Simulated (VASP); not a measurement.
HfO2: single point with PBEsol

The system is HfO2.

```xyz
3
Lattice="0.0000 2.4450 2.4450 2.4450 0.0000 2.4450 2.4450 2.4450 0.0000" Properties=species:S:1:pos:R:3 pbc="T T T"
Hf    0.0000    0.0000    0.0000
O     3.6675    3.6675    3.6675
O     1.2225    1.2225    1.2225
```

```json
{"Program": "VASP 6.6.1", "Task": "single point", "Functional": "PBEsol", "Potentials or basis": "VASP PAW PBE potentials, release 64 (Hf_pv, O)", "Cutoff": "520 eV", "k mesh": "9 × 9 × 9", "Occupations": "fermi-dirac, width 0.05 eV", "Spin": "no spin polarisation", "Dipole correction": "no", "Further INCAR settings": "ALGO = Normal; EDIFF = 1e-06; NBANDS = 18"}
```

| Item | Value |
| --- | --- |
| Pressure | 25.4 GPa |
| Band gap on the k mesh | 4.07 eV, indirect (least direct gap 4.21 eV) |

Levels at points of the mesh, in eV from the valence-band top:
```tsv
k point	band 8	band 9	band 10	band 11	band 12	band 13	band 14	band 15
(0.00, 0.00, 0.00)	-6.05	-0.61	-0.61	-0.61	4.07	4.07	6.57	11.91
```

Run time: 10 s on 1 thread of Intel(R) Xeon(R) 6975P-C (Granite Rapids), on a shared host, peak memory 0.16 GiB.

Caveat: the PAW data sets were made with another functional, which shifts forces and pressure a little; spin-orbit coupling is left out, which moves the levels of the heavy elements. As with any semilocal functional, this PBEsol gap is likely too small.
